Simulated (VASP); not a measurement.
# TaGe4 (P-3m1) in VASP: single point with PBE

Aim: the single point of TaGe4 with PBE.

Program: VASP 6.6.1. These are calculated values, not measurements. Logs are shortened: lines on timing, memory, paths and dates and some standing lists are left out, and cuts for length are marked.

### 1 The cell of the first run

It takes space group P-3m1 (No. 164, trigonal). Conventional cell: a = 3.061 Å, b = 3.061 Å, c = 11.944 Å, α = 90.00°, β = 90.00°, γ = 120.00°. Within 3.5 Å of Ta (site symmetry -3m) lie 2 Ge at 2.64 Å and 6 Ta at 3.06 Å. Within 3.5 Å of Ge (site symmetry 3m) lie 1 Ta at 2.64 Å and 9 Ge at 2.73 to 3.06 Å. Ge (site symmetry 3m) has 12 Ge at 2.73 to 3.07 Å within 3.6 Å.

### 2 Single point, PBE

INCAR

```
PREC     = Accurate       # precision mode
ENCUT    = 520            # plane-wave cutoff, eV
EDIFF    = 1E-7           # SCF threshold, eV
ISMEAR   = 0              # smearing method
SIGMA    = 0.1            # smearing width, eV
LREAL    = F              # projectors in reciprocal space
LASPH    = T              # aspherical terms in the spheres
NELM     = 80             # most SCF steps
ALGO     = Normal         # electronic algorithm
ISIF     = 2              # what is computed and relaxed
LWAVE    = F              # write WAVECAR
LCHARG   = F              # write CHGCAR
GGA      = PE             # functional
NBANDS   = 42             # bands
```

KPOINTS

```
Automatic mesh
0
Gamma
  6 6 2
```

POSCAR

```
TaGe4
1.0
    3.0612327027     -0.0000000024      0.0000000000
   -1.5306163492      2.6511052886      0.0000000000
    0.0000000000      0.0000000000     11.9442129640
Ta Ge
1 4
Direct
    0.0000000000      0.0000000000      0.5000000000
    0.0000000000      0.0000000000      0.7210787396
    0.0000000000      0.0000000000      0.2789212604
    0.3333333333      0.6666666667      0.8947371227
    0.6666666667      0.3333333333      0.1052628773
```

Potentials or basis: VASP PAW PBE potentials, release 64 (Ta_pv, Ge_d).

On the command line:

```console
$ cat potpaw_PBE.64/Ta_pv/POTCAR potpaw_PBE.64/Ge_d/POTCAR > POTCAR
$ mpirun -np 1 vasp_std > vasp.out
```

OUTCAR:

```text
PREC = Accurate
   ENCUT = 520
   EDIFF = 1E-7
   ISMEAR = 0
   LREAL = F
   LASPH = T
   NELM = 80
   ISIF = 2
   GGA = PE

 ion  position               nearest neighbor table
   1  0.000  0.000  0.500-   2 2.64   3 2.64
   2  0.000  0.000  0.721-   1 2.64   4 2.73   4 2.73   4 2.73
   3  0.000  0.000  0.279-   1 2.64   5 2.73   5 2.73   5 2.73
   4  0.333  0.667  0.895-   2 2.73   2 2.73   2 2.73
   5  0.667  0.333  0.105-   3 2.73   3 2.73   3 2.73

  LATTYP: Found a hexagonal cell.
 ALAT       =     3.0612327027
 C/A-ratio  =     3.9017657669

  Lattice vectors:

 A1 = (   3.0612327027,  -0.0000000024,   0.0000000000)
 A2 = (  -1.5306163492,   2.6511052886,   0.0000000000)
 A3 = (   0.0000000000,   0.0000000000,  11.9442129640)

Analysis of symmetry for initial positions (statically):
=====================================================================
 Subroutine PRICEL returns:
 Original cell was already a primitive cell.

 Routine SETGRP: Setting up the symmetry group for a
 hexagonal supercell.

 Subroutine GETGRP returns: Found 12 space group operations
 (whereof 12 operations were pure point group operations)
 out of a pool of 24 trial point group operations.

The static configuration has the point symmetry D_3d.

Analysis of symmetry for dynamics (positions and initial velocities):
=====================================================================
 Subroutine PRICEL returns:
 Original cell was already a primitive cell.

 Routine SETGRP: Setting up the symmetry group for a
 hexagonal supercell.

 Subroutine GETGRP returns: Found 12 space group operations
 (whereof 12 operations were pure point group operations)
 out of a pool of 24 trial point group operations.

The dynamic configuration has the point symmetry D_3d.

 Subroutine INISYM returns: Found 12 space group operations
 (whereof 12 operations are pure point group operations),
 and found     1 'primitive' translations

----------------------------------------------------------------------------------------

                                     Primitive cell

  volume of cell :      96.9351

  direct lattice vectors                    reciprocal lattice vectors
     3.061232703 -0.000000002  0.000000000     0.326665790  0.188600582  0.000000000
    -1.530616349  2.651105289  0.000000000     0.000000000  0.377201164  0.000000000
     0.000000000  0.000000000 11.944212964     0.000000000  0.000000000  0.083722553

  length of vectors
     3.061232703  3.061232703 11.944212964     0.377201164  0.377201164  0.083722553

  position of ions in fractional coordinates (direct lattice)
     0.000000000  0.000000000  0.500000000
     0.000000000  0.000000000  0.721078740
     0.000000000  0.000000000  0.278921260
     0.333333333  0.666666667  0.894737123
     0.666666667  0.333333333  0.105262877

  ion indices of the primitive-cell ions
   primitive index   ion index
                 1           1
                 2           2
                 3           3
                 4           4
                 5           5

----------------------------------------------------------------------------------------

 KPOINTS: Automatic mesh

Automatic generation of k-mesh.
 Grid dimensions read from file:
 generate k-points for:    6    6    2

 Generating k-lattice:

  Cartesian coordinates                     Fractional coordinates (reciprocal lattice)
     0.054444298  0.031433430  0.000000000     0.166666667 -0.000000000  0.000000000
     0.000000000  0.062866861  0.000000000     0.000000000  0.166666667  0.000000000
     0.000000000  0.000000000  0.041861276     0.000000000  0.000000000  0.500000000

  Length of vectors
     0.062866861  0.062866861  0.041861276

  Shift w.r.t. Gamma in fractional coordinates (k-lattice)
     0.000000000  0.000000000  0.000000000

 Subroutine IBZKPT returns following result:
 ===========================================

 Found     14 irreducible k-points:

 Following reciprocal coordinates:
            Coordinates               Weight
  0.000000  0.000000  0.000000      1.000000
  0.166667 -0.000000  0.000000      6.000000
  0.333333  0.000000  0.000000      6.000000
  0.500000  0.000000  0.000000      3.000000
  0.166667  0.166667  0.000000      6.000000
  0.333333  0.166667  0.000000     12.000000
  0.333333  0.333333  0.000000      2.000000
  0.000000  0.000000  0.500000      1.000000
  0.166667 -0.000000  0.500000      6.000000
  0.333333  0.000000  0.500000      6.000000
  0.500000  0.000000  0.500000      3.000000
  0.166667  0.166667  0.500000      6.000000
  0.333333  0.166667  0.500000     12.000000
  0.333333  0.333333  0.500000      2.000000
   k-points           NKPTS =     14   k-points in BZ     NKDIM =     14   number of bands    NBANDS=     42
   number of dos      NEDOS =    301   number of ions     NIONS =      5
   total plane-waves  NPLWV =  51840
   dimension x,y,z NGX =    24 NGY =   24 NGZ =   90
   dimension x,y,z NGXF=    48 NGYF=   48 NGZF=  180
   ions per type =               1   4
   NGX,Y,Z   is equivalent  to a cutoff of  13.03, 13.03, 12.53 a.u.
   NGXF,Y,Z  is equivalent  to a cutoff of  26.07, 26.07, 25.05 a.u.
 SYSTEM =  unknown system
   PREC   = accura    normal or accurate (medium, high low for compatibility)
   ISTART =      0    job   : 0-new  1-cont  2-samecut
   ICHARG =      2    charge: 1-file 2-atom 10-const
   ISPIN  =      1    spin polarized calculation?
   LNONCOLLINEAR =      F non collinear calculations
   LSORBIT =      F    spin-orbit coupling
   LASPH  =      T    aspherical Exc in radial PAW
   ENCUT  =  520.0 eV  38.22 Ry    6.18 a.u.   5.69  5.69 22.21*2*pi/ulx,y,z
   NELM   =     80;   NELMIN=  2; NELMDL= -5     # of ELM steps
   EDIFF  = 0.1E-06   stopping-criterion for ELM
   LREAL  =      F    real-space projection
   EDIFFG = 0.1E-05   stopping-criterion for IOM
   NSW    =      0    number of steps for IOM
   IBRION =     -1    ionic relax: 0-MD 1-quasi-New 2-CG
   NFREE  =      0    steps in history (QN), initial steepest desc. (CG)
   ISIF   =      2    stress and relaxation
   ISYM   =      2    0-nonsym 1-usesym 2-fastsym
   POTIM  = 0.5000    time-step for ionic-motion
   TEBEG  =    0.0;   TEEND  =   0.0 temperature during run
   PSTRESS=    0.0 pullay stress
   NELECT =      67.0000    total number of electrons
   NUPDOWN=      -1.0000    fix difference up-down
   EMIN   =  10.00;   EMAX   =-10.00  energy-range for DOS
   EFERMI =   0.00;   METHOD = LEGACY
   ISMEAR =     0;   SIGMA  =   0.10  broadening in eV -4-tet -1-fermi 0-gaus
   EFERMI_NEDOS =   21; number of points for ismear=-14 and -15
   IALGO  =     38    algorithm
   IMIX   =      4    mixing-type and parameters
     AMIX     =   0.40;   BMIX     =  1.00
     AMIX_MAG =   1.60;   BMIX_MAG =  1.00
  volume/ion in A,a.u.               =      19.39       130.83
  Fermi-wavevector in a.u.,A,eV,Ry     =   1.447459  2.735300 28.506061  2.095136
  Thomas-Fermi vector in A             =   2.565411
   LORBIT       =      0    0 simple, 1 ext, 2 COOP (PROOUT), +10 PAW based schemes
   GGA     = PE    functional components
   LHFCALC =     F    Hartree Fock is set to
   AEXX    =    0.0000 exact exchange contribution
   IVDW    =     0    specifies the selected vdW correction
   LEPSILON=     F    determine dielectric tensor
   LRPA    =     F    only Hartree local field effects (RPA)
 non-spin polarized calculation
 Gauss-broadening in eV      SIGMA  =   0.10
  energy-cutoff  :      520.00
  volume of cell :       96.94
 maximum number of plane-waves:      2628
 NGX is ok and might be reduce to    24
   NGX = 11   NGY = 11   NGZ = 45

 number of electron      66.9999989 magnetization

 Free energy of the ion-electron system (eV)
  ---------------------------------------------------
  ext. energy  EPLUGINS =         0.00000000
  ---------------------------------------------------
  free energy    TOTEN  =       -27.31531991 eV

  energy without entropy =      -27.28834718  energy(sigma->0) =      -27.30183355

 E-fermi :   6.3204     XC(G=0): -11.3535

 val. band max:        6.3103048252   @ k =   0.1667  -0.0000   0.5000
 cond. band min:       6.3252169060   @ k =   0.1667   0.1667   0.0000
 fundamental gap:      0.0149120808
 Fermi energy:         6.3204118577

 k-point     1 :       0.0000    0.0000    0.0000
  band No.  band energies     occupation
      1     -28.5493      2.00000
      2     -27.9599      2.00000
      3     -27.9599      2.00000
      4     -18.4666      2.00000
      5     -18.4666      2.00000
      6     -18.4616      2.00000
[... 34 lines left out ...]
     41      14.0154      0.00000
     42      14.0322      0.00000

 k-point     2 :       0.1667   -0.0000    0.0000
  band No.  band energies     occupation
      1     -28.5287      2.00000
      2     -28.1098      2.00000
      3     -27.9951      2.00000
      4     -18.4741      2.00000
      5     -18.4721      2.00000
      6     -18.4550      2.00000
[... 34 lines left out ...]
     41      12.2330      0.00000
     42      12.8795      0.00000

 k-point     3 :       0.3333    0.0000    0.0000
  band No.  band energies     occupation
      1     -28.4874      2.00000
      2     -28.3998      2.00000
      3     -28.0647      2.00000
      4     -18.4904      2.00000
      5     -18.4829      2.00000
      6     -18.4534      2.00000
[... 34 lines left out ...]
     41       9.8959      0.00000
     42      11.7683      0.00000

 k-point     4 :       0.5000    0.0000    0.0000
  band No.  band energies     occupation
      1     -28.5401      2.00000
      2     -28.4667      2.00000
      3     -28.0992      2.00000
      4     -18.4979      2.00000
      5     -18.4876      2.00000
      6     -18.4593      2.00000
[... 394 lines left out ...]
     41      10.9072      0.00000
     42      10.9195      0.00000

 k-point    13 :       0.3333    0.1667    0.5000
  band No.  band energies     occupation
      1     -28.4676      2.00000
      2     -28.4667      2.00000
      3     -28.1763      2.00000
      4     -18.4792      2.00000
      5     -18.4698      2.00000
      6     -18.4569      2.00000
[... 34 lines left out ...]
     41      10.0293      0.00000
     42      10.3700      0.00000

 k-point    14 :       0.3333    0.3333    0.5000
  band No.  band energies     occupation
      1     -28.4563      2.00000
      2     -28.3678      2.00000
      3     -28.3678      2.00000
      4     -18.4646      2.00000
      5     -18.4646      2.00000
      6     -18.4440      2.00000
[... 34 lines left out ...]
     41       8.4154      0.00000
     42      10.7848      0.00000

------------------------ aborting loop because EDIFF is reached ----------------------------------------

  FORCE on cell =-STRESS in cart. coord.  units (eV):
  Direction    XX          YY          ZZ          XY          YZ          ZX
  --------------------------------------------------------------------------------------
  -------------------------------------------------------------------------------------
  Total        0.0767997      0.0767997      0.1582305      0.0000000     -0.0000000      0.0000000
  in kB        1.2693734      1.2693734      2.6152909      0.0000000     -0.0000000      0.0000000
  external PRESSURE =       1.7180126 kB  Pullay stress =       0.0000000 kB

 VOLUME and BASIS-vectors are now :
 -----------------------------------------------------------------------------
  energy-cutoff  :      520.00
  volume of cell :       96.94
      direct lattice vectors                 reciprocal lattice vectors
     3.061232703 -0.000000002  0.000000000     0.326665790  0.188600582  0.000000000
    -1.530616349  2.651105289  0.000000000     0.000000000  0.377201164  0.000000000
     0.000000000  0.000000000 11.944212964     0.000000000  0.000000000  0.083722553

 POSITION                                       TOTAL-FORCE (eV/Angst)
 -----------------------------------------------------------------------------------
      0.00000      0.00000      5.97211        -0.000000      0.000000      0.000000
      0.00000      0.00000      8.61272        -0.000000      0.000000     -0.008946
      0.00000      0.00000      3.33149         0.000000     -0.000000      0.008946
      0.00000      1.76740     10.68693         0.000000      0.000000     -0.010620
      1.53062      0.88370      1.25728        -0.000000      0.000000      0.010620
 -----------------------------------------------------------------------------------
    total drift:                                0.000000      0.000000      0.000000

  FREE ENERGIE OF THE ION-ELECTRON SYSTEM (eV)
  ---------------------------------------------------
  free  energy   TOTEN  =       -27.3153199128 eV

  energy  without entropy=      -27.2883471776  energy(sigma->0) =      -27.30183355
```

Run time: 46 s. Hardware: 1 thread of Intel Xeon Platinum 8488C (Sapphire Rapids), shared host; peak memory 0.23 GiB.

What came out:

```yaml
Free_energy: -27.3153 eV
Pressure: 0.2 GPa
Largest_force: 0.011 eV/Å
```

Forces in eV/Å, atoms in the order of the input:
```
Ta   0.000  0.000  0.000
Ge   0.000  0.000 -0.009
Ge   0.000  0.000  0.009
Ge   0.000  0.000 -0.011
Ge   0.000  0.000  0.011
```

Levels at points of the mesh, in eV from the Fermi level:
```tsv
k point	band 29	band 30	band 31	band 32	band 33	band 34	band 35	band 36	band 37	band 38
(0.00, 0.00, 0.00)	-3.77	-1.65	0.71	0.71	1.12	2.73	2.73	5.65	5.96	5.96
(0.50, 0.00, 0.00)	-4.11	-3.16	-3.14	-2.80	-1.21	0.11	0.59	1.36	1.91	2.75
(0.00, 0.00, 0.50)	-4.43	-2.17	0.71	0.71	2.57	2.73	2.73	4.02	5.80	5.80
(0.50, 0.00, 0.50)	-4.44	-4.13	-2.64	-2.32	-1.30	0.25	0.84	1.27	2.15	2.42
```

Caveat: the k points lie up to 0.40 Å⁻¹ apart; spin-orbit coupling is left out, which moves the levels of the heavy elements.
